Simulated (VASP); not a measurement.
# CoO (Imm2) in VASP: single point with PBEsol

Aim: the single point of CoO with PBEsol.

All numbers are computed with VASP 6.6.1; they aren't measurements. Logs are shortened: lines on timing, memory, paths and dates and some standing lists are left out, and cuts for length are marked.

### 1 The cell of the first run

It takes space group Imm2 (No. 44, orthorhombic). The conventional cell has a = 3.016 Å, b = 4.214 Å, c = 3.016 Å, α = 90.00°, β = 90.00°, γ = 90.00°. Co (site symmetry mm2) has 6 O at 1.96 to 2.32 Å within 2.6 Å. Within 2.6 Å of O (site symmetry mm2) lie 6 Co at 1.96 to 2.32 Å.

### 2 Single point, PBEsol, collinear spin, ferromagnetic start (all O atoms moved -0.250 Å, as atom 2 along Cartesian [0 1 0])

INCAR reads:

```
SYSTEM = CoO
PREC     = Accurate       ! precision mode
ENCUT    = 520            ! plane-wave cutoff, eV
EDIFF    = 1E-7           ! SCF threshold, eV
ISMEAR   = 0              ! smearing method
SIGMA    = 0.15           ! smearing width, eV
LREAL    = .FALSE.        ! projectors in reciprocal space
LASPH    = .TRUE.         ! aspherical terms in the spheres
NELM     = 150            ! most SCF steps
ALGO     = Normal         ! electronic algorithm
ISIF     = 2              ! what is computed and relaxed
LWAVE    = .FALSE.        ! write WAVECAR
LCHARG   = .FALSE.        ! write CHGCAR
ISPIN    = 2              ! spin polarisation
MAGMOM   = 2.71 0.36      ! initial moments
LORBIT   = 11             ! projections on sites
LMAXMIX  = 4              ! l up to which the mixer works
GGA      = PS             ! functional
NBANDS   = 18             ! bands
```

KPOINTS reads:

```
regular mesh
0
G
  22 22 22
  0 0 0
```

POSCAR reads:

```
CoO
1.0
   -1.5080001529      1.5080001529      2.1072499549
    1.5080001529     -1.5080001529      2.1072499549
    1.5080001529      1.5080001529     -2.1072499549
Co O
1 1
Direct
    0.0000000000      0.0000000000      0.0000000000
    0.4171087617      0.5000000000     -0.0828912383
```

Potentials or basis: VASP PAW PBE potentials, release 64 (Co, O).

Run with:

```console
cat potpaw_PBE.64/Co/POTCAR potpaw_PBE.64/O/POTCAR > POTCAR
mpirun -np 1 vasp_std > vasp.out
```

OUTCAR:

```text
SYSTEM = CoO
   PREC = Accurate
   ENCUT = 520
   EDIFF = 1E-7
   ISMEAR = 0
   LREAL = .FALSE.
   LASPH = .TRUE.
   NELM = 150
   ISIF = 2
   ISPIN = 2
   LORBIT = 11
   GGA = PS

 ion  position               nearest neighbor table
   1  0.000  0.000  0.000-   2 1.96   2 1.96   2 2.12   2 2.12   2 2.32   2 2.32
   2  0.417  0.500  0.917-   1 1.96   1 1.96   1 2.12   1 2.12   1 2.32   1 2.32

  LATTYP: Found a body centered tetragonal cell.
 ALAT       =     3.0160003058
 C/A-ratio  =     1.3973804650

  Lattice vectors:

 A1 = (  -1.5080001529,   1.5080001529,   2.1072499549)
 A2 = (   1.5080001529,  -1.5080001529,   2.1072499549)
 A3 = (   1.5080001529,   1.5080001529,  -2.1072499549)

Analysis of symmetry for initial positions (statically):
=====================================================================
 Subroutine PRICEL returns:
 Original cell was already a primitive cell.

 Routine SETGRP: Setting up the symmetry group for a
 body centered tetragonal supercell.

 Subroutine GETGRP returns: Found  4 space group operations
 (whereof  4 operations were pure point group operations)
 out of a pool of 16 trial point group operations.

The static configuration has the point symmetry C_2v.

Analysis of symmetry for dynamics (positions and initial velocities):
=====================================================================
 Subroutine PRICEL returns:
 Original cell was already a primitive cell.

 Routine SETGRP: Setting up the symmetry group for a
 body centered tetragonal supercell.

 Subroutine GETGRP returns: Found  4 space group operations
 (whereof  4 operations were pure point group operations)
 out of a pool of 16 trial point group operations.

The dynamic configuration has the point symmetry C_2v.

Analysis of structural, dynamic, and magnetic symmetry:
=====================================================================
 Subroutine PRICEL returns:
 Original cell was already a primitive cell.

 Routine SETGRP: Setting up the symmetry group for a
 body centered tetragonal supercell.

 Subroutine GETGRP returns: Found  4 space group operations
 (whereof  4 operations were pure point group operations)
 out of a pool of 16 trial point group operations.

The overall configuration has the point symmetry C_2v.

 Subroutine INISYM returns: Found  4 space group operations
 (whereof  4 operations are pure point group operations),
 and found     1 'primitive' translations

----------------------------------------------------------------------------------------

                                     Primitive cell

  volume of cell :      19.1681

  direct lattice vectors                    reciprocal lattice vectors
    -1.508000153  1.508000153  2.107249955     0.000000000  0.331564953  0.237276076
     1.508000153 -1.508000153  2.107249955     0.331564953  0.000000000  0.237276076
     1.508000153  1.508000153 -2.107249955     0.331564953  0.331564953  0.000000000

  length of vectors
     2.998104617  2.998104617  2.998104617     0.407719578  0.407719578  0.468903654

  position of ions in fractional coordinates (direct lattice)
     0.000000000  0.000000000  0.000000000
     0.417108762  0.500000000  0.917108762

  ion indices of the primitive-cell ions
   primitive index   ion index
                 1           1
                 2           2

----------------------------------------------------------------------------------------

 KPOINTS: regular mesh

Automatic generation of k-mesh.
 Grid dimensions read from file:
 generate k-points for:   22   22   22

 Generating k-lattice:

  Cartesian coordinates                     Fractional coordinates (reciprocal lattice)
     0.000000000  0.015071134  0.010785276     0.045454545 -0.000000000  0.000000000
     0.015071134  0.000000000  0.010785276    -0.000000000  0.045454545  0.000000000
     0.015071134  0.015071134  0.000000000     0.000000000  0.000000000  0.045454545

  Length of vectors
     0.018532708  0.018532708  0.021313802

  Shift w.r.t. Gamma in fractional coordinates (k-lattice)
     0.000000000  0.000000000  0.000000000

 Subroutine IBZKPT returns following result:
 ===========================================

 Found   1530 irreducible k-points:

 Following reciprocal coordinates:
            Coordinates               Weight
  0.000000  0.000000  0.000000      1.000000
  0.045455 -0.000000  0.000000      4.000000
 -0.000000  0.045455  0.000000      4.000000
  0.090909 -0.000000  0.000000      4.000000
 -0.000000  0.090909  0.000000      4.000000
  0.136364 -0.000000  0.000000      4.000000
[... 16 lines left out ...]
 -0.000000  0.500000  0.000000      2.000000
  0.045455  0.045455  0.000000      8.000000
 [... further k-points ...]
   k-points           NKPTS =   1530   k-points in BZ     NKDIM =   1530   number of bands    NBANDS=     18
   number of dos      NEDOS =    301   number of ions     NIONS =      2
   total plane-waves  NPLWV =  13824
   dimension x,y,z NGX =    24 NGY =   24 NGZ =   24
   dimension x,y,z NGXF=    48 NGYF=   48 NGZF=   48
   ions per type =               1   1
   NGX,Y,Z   is equivalent  to a cutoff of  13.31, 13.31, 13.31 a.u.
   NGXF,Y,Z  is equivalent  to a cutoff of  26.62, 26.62, 26.62 a.u.
 SYSTEM =  CoO
   PREC   = accura    normal or accurate (medium, high low for compatibility)
   ISTART =      0    job   : 0-new  1-cont  2-samecut
   ICHARG =      2    charge: 1-file 2-atom 10-const
   ISPIN  =      2    spin polarized calculation?
   LNONCOLLINEAR =      F non collinear calculations
   LSORBIT =      F    spin-orbit coupling
   LASPH  =      T    aspherical Exc in radial PAW
   ENCUT  =  520.0 eV  38.22 Ry    6.18 a.u.   5.57  5.57  5.57*2*pi/ulx,y,z
   NELM   =    150;   NELMIN=  2; NELMDL= -5     # of ELM steps
   EDIFF  = 0.1E-06   stopping-criterion for ELM
   LREAL  =      F    real-space projection
   EDIFFG = 0.1E-05   stopping-criterion for IOM
   NSW    =      0    number of steps for IOM
   IBRION =     -1    ionic relax: 0-MD 1-quasi-New 2-CG
   NFREE  =      0    steps in history (QN), initial steepest desc. (CG)
   ISIF   =      2    stress and relaxation
   ISYM   =      2    0-nonsym 1-usesym 2-fastsym
   POTIM  = 0.5000    time-step for ionic-motion
   TEBEG  =    0.0;   TEEND  =   0.0 temperature during run
   PSTRESS=    0.0 pullay stress
   NELECT =      15.0000    total number of electrons
   NUPDOWN=      -1.0000    fix difference up-down
   EMIN   =  10.00;   EMAX   =-10.00  energy-range for DOS
   EFERMI =   0.00;   METHOD = LEGACY
   ISMEAR =     0;   SIGMA  =   0.15  broadening in eV -4-tet -1-fermi 0-gaus
   EFERMI_NEDOS =   21; number of points for ismear=-14 and -15
   IALGO  =     38    algorithm
   IMIX   =      4    mixing-type and parameters
     AMIX     =   0.40;   BMIX     =  1.00
     AMIX_MAG =   1.60;   BMIX_MAG =  1.00
  volume/ion in A,a.u.               =       9.58        64.68
  Fermi-wavevector in a.u.,A,eV,Ry     =   1.508617  2.850873 30.965840  2.275925
  Thomas-Fermi vector in A             =   2.619048
   LORBIT       =     11    0 simple, 1 ext, 2 COOP (PROOUT), +10 PAW based schemes
   GGA     = PS    functional components
   LHFCALC =     F    Hartree Fock is set to
   AEXX    =    0.0000 exact exchange contribution
   IVDW    =     0    specifies the selected vdW correction
   LEPSILON=     F    determine dielectric tensor
   LRPA    =     F    only Hartree local field effects (RPA)
 spin polarized calculation
 Gauss-broadening in eV      SIGMA  =   0.15
  energy-cutoff  :      520.00
  volume of cell :       19.17
 maximum number of plane-waves:       533
   NGX = 11   NGY = 11   NGZ = 11

 number of electron      15.0000005 magnetization       2.9213805

 Free energy of the ion-electron system (eV)
  ---------------------------------------------------
  ext. energy  EPLUGINS =         0.00000000
  ---------------------------------------------------
  free energy    TOTEN  =       -13.95582742 eV

  energy without entropy =      -13.91630827  energy(sigma->0) =      -13.93606784

 E-fermi :   7.9475     XC(G=0): -12.6853

 val. band max:        7.9472750211   @ k =  -0.2273   0.5000   0.4091
 cond. band min:       7.9481901259   @ k =  -0.2727  -0.3636   0.0909
 fundamental gap:      0.0009151047
 Fermi energy:         7.9475382097

 spin component 1

 k-point     1 :       0.0000    0.0000    0.0000
  band No.  band energies     occupation
      1     -12.4605      1.00000
      2       3.2963      1.00000
      3       3.4598      1.00000
      4       3.6922      1.00000
      5       4.7693      1.00000
      6       4.8385      1.00000
[... 10 lines left out ...]
     17      29.8048      0.00000
     18      32.0975      0.00000
[... 463 lines left out ...]
 k-point    24 :       0.0455    0.0455    0.0000
  band No.  band energies     occupation
      1     -12.4028      1.00000
      2       2.9732      1.00000
      3       3.2814      1.00000
      4       3.7736      1.00000
      5       4.7695      1.00000
      6       4.8183      1.00000
[... 10 lines left out ...]
     17      30.4557      0.00000
     18      32.7802      0.00000

 [... further k-points ...]

 Fermi energy:         7.9475382097

 spin component 2

 k-point     1 :       0.0000    0.0000    0.0000
  band No.  band energies     occupation
      1     -11.9009      1.00000
      2       4.5188      1.00000
      3       4.6119      1.00000
      4       4.7444      1.00000
      5       6.8049      1.00000
      6       7.2509      1.00000
[... 10 lines left out ...]
     17      30.7313      0.00000
     18      32.8509      0.00000
[... 463 lines left out ...]
 k-point    24 :       0.0455    0.0455    0.0000
  band No.  band energies     occupation
      1     -11.8415      1.00000
      2       4.1038      1.00000
      3       4.4780      1.00000
      4       4.7663      1.00000
      5       6.8489      1.00000
      6       7.2340      1.00000
[... 10 lines left out ...]
     17      31.2753      0.00000
     18      33.5780      0.00000

 [... further k-points ...]

------------------------ aborting loop because EDIFF is reached ----------------------------------------

  FORCE on cell =-STRESS in cart. coord.  units (eV):
  Direction    XX          YY          ZZ          XY          YZ          ZX
  --------------------------------------------------------------------------------------
  -------------------------------------------------------------------------------------
  Total        0.0147512     -0.6453549     -1.2316940      0.0000000      0.0000000      0.0000000
  in kB        1.2329905    -53.9424112   -102.9519520      0.0000000      0.0000000      0.0000000
  external PRESSURE =     -51.8871243 kB  Pullay stress =       0.0000000 kB

 VOLUME and BASIS-vectors are now :
 -----------------------------------------------------------------------------
  energy-cutoff  :      520.00
  volume of cell :       19.17
      direct lattice vectors                 reciprocal lattice vectors
    -1.508000153  1.508000153  2.107249955     0.000000000  0.331564953  0.237276076
     1.508000153 -1.508000153  2.107249955     0.331564953  0.000000000  0.237276076
     1.508000153  1.508000153 -2.107249955     0.331564953  0.331564953  0.000000000

 POSITION                                       TOTAL-FORCE (eV/Angst)
 -----------------------------------------------------------------------------------
      0.00000      0.00000      0.00000         0.000000     -0.336445      0.000000
      1.50800      1.25800     -0.00000         0.000000      0.336445      0.000000
 -----------------------------------------------------------------------------------
    total drift:                                0.000000     -0.000093      0.000001

  FREE ENERGIE OF THE ION-ELECTRON SYSTEM (eV)
  ---------------------------------------------------
  free  energy   TOTEN  =       -13.9558274157 eV

  energy  without entropy=      -13.9163082723  energy(sigma->0) =      -13.93606784

 total charge

# of ion       s       p       d       tot
------------------------------------------
    1        0.316   0.394   7.180   7.890
    2        1.552   3.411   0.000   4.964
--------------------------------------------------
tot          1.869   3.806   7.180  12.854

 magnetization (x)

# of ion       s       p       d       tot
------------------------------------------
    1        0.017   0.026   2.485   2.529
    2        0.029   0.299   0.000   0.327
--------------------------------------------------
tot          0.046   0.325   2.485   2.856
```

Run time: 39 min. Hardware: 1 thread of Oxide Virtual Turin-like, shared host; peak memory 0.79 GiB.

Results:

```
Free energy                                           : -13.9558 eV
Pressure                                              : -5.2 GPa
Largest force                                         : 0.336 eV/Å
Net moment                                            : 2.92 μB per cell
Site moments                                          : Co +2.53; O +0.33 μB
Valence electrons inside the program's atomic spheres : Co 7.89; O 4.96
```

Forces on the atoms (eV/Å):
```
Co   0.000 -0.336  0.000
O    0.000  0.336  0.000
```

Stress tensor (GPa, compression positive):
```
  0.12   0.00   0.00
  0.00  -5.39   0.00
  0.00   0.00 -10.30
```

Caveat: the cell differs from its parent crystal (all O atoms moved -0.250 Å, as atom 2 along Cartesian [0 1 0]); the stress differs along the axes, from -10 to 0 GPa; the PAW data sets were made with another functional, which shifts forces and pressure a little; a cell with one magnetic atom can't hold antiferromagnetic order, which such compounds often take; semilocal functionals often make such compounds metallic where correlation or magnetic order opens a gap, which also shifts bond lengths.
